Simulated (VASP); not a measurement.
Wanted: the native input for a VASP 6.6.1 run.

| Item | Value |
| --- | --- |
| Task | single point |
| Functional | PBE |
| Potentials or basis | VASP PAW PBE potentials, release 64 (Ti_sv, Sn_d, Te) |
| Cutoff | 520 eV |
| k mesh | 6 × 6 × 4 |
| Occupations | gaussian, width 0.1 eV |
| Spin | collinear spin |
| Starting moments | [1.0, 0.0, 0.0, 0.0, 0.0, 0.0] μB |
| Dipole correction | no |
| Further INCAR settings | ALGO = Normal; EDIFF = 1e-07; NBANDS = 42 |

The structure of TiSn2Te3 lies in POSCAR:

```
TiSn2Te3
1.0
    5.5930823428      0.0000000000      0.0000000000
   -2.7965411714      4.8437513944      0.0000000000
    0.0000000000      0.0000000000      6.0866184626
Ti Sn Te
1 2 3
Direct
    0.0000000000      0.0000000000      0.0000000000
    0.3333333333      0.6666666667      0.0000000000
    0.6666666667      0.3333333333      0.0000000000
    0.3333333333      0.6666666667      0.5000000000
    0.6666666667      0.3333333333      0.5000000000
    0.0000000000      0.0000000000      0.5000000000
```

The cell was built from a structure type or drawn by symmetry, and may not be a known phase.

The input as run:

INCAR

```
  PREC = Accurate
  ENCUT = 520
  EDIFF = 1E-7
  ISMEAR = 0
  SIGMA = 0.1
  LREAL = False
  LASPH = True
  NELM = 150
  ALGO = Normal
  ISIF = 2
  LWAVE = False
  LCHARG = True
  ISPIN = 2
  MAGMOM = 1 0 0 0 0 0
  LORBIT = 11
  LMAXMIX = 4
  GGA = PE
  LELF = True
  LVHAR = True
  NBANDS = 42
```

KPOINTS

```
Automatic mesh
0
Gamma
  6 6 4
```

Potentials or basis: VASP PAW PBE potentials, release 64 (Ti_sv, Sn_d, Te).

Run with:

```console
$ cat potpaw_PBE.64/Ti_sv/POTCAR potpaw_PBE.64/Sn_d/POTCAR potpaw_PBE.64/Te/POTCAR > POTCAR
$ mpirun -np 1 vasp_std > vasp.out
```

It gave:

The pressure is 0.5 GPa, the band gap on the k mesh is zero (filled and empty bands overlap) and the net moment is 1.96 μB per cell. The site moments are Ti +1.43; Sn +0.02; Te -0.00, -0.06 (each value once) μB and the valence electrons inside the program's atomic spheres are Ti 10.06; Sn 12.20; Te 3.31.

Caveat: spin-orbit coupling is left out, which moves the levels of the heavy elements.

It took 11 min on 1 thread of Intel(R) Xeon(R) Platinum 8375C CPU @ 2.90GHz (Ice Lake) (shared host), peak memory 0.48 GiB.
